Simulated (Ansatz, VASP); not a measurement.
# Two plane-wave programs on MgSc2C2

```
CELL_PARAMETERS angstrom
-2.10148 2.10148 5.04602
2.10148 -2.10148 5.04602
2.10148 2.10148 -5.04602
ATOMIC_POSITIONS crystal
Mg 0.00000 0.00000 0.00000
Sc 0.75000 0.25000 0.50000
Sc 0.25000 0.75000 0.50000
C 0.66989 0.66989 0.00000
C 0.33011 0.33011 0.00000
```

Change from the starting cell: species swapped into the BaZn2P2 type (I4/mmm, No. 139).

Alike in both runs: functional PBE; k mesh 6 × 6 × 6; occupations gaussian, width 0.1 eV; no spin polarisation.

Ansatz relaxed the structure, and its values are those at the end. VASP's run is a single point on that final structure, the one shown.

```csv
,VASP,Ansatz
version,VASP 6.6.1,Ansatz 0.2.0
potentials or method,"VASP PAW PBE potentials, release 64 (Mg_sv, Sc_sv, C), cutoff 750 eV","scalar-relativistic, plane waves, PAW"
valence electrons in the cell,40,40
```

```csv
,VASP,Ansatz,Ansatz less VASP
gap on the k mesh at the Fermi level (eV),none,none,-
pressure (GPa),0.1,0.0,-0.10
rms of the force components (eV/Å),0.015,0.000,-0.0145
```

A gap of «none» marks a metal or a gap that the smearing closes. With one functional, cell and mesh, what is left measures potentials, basis and numerics.
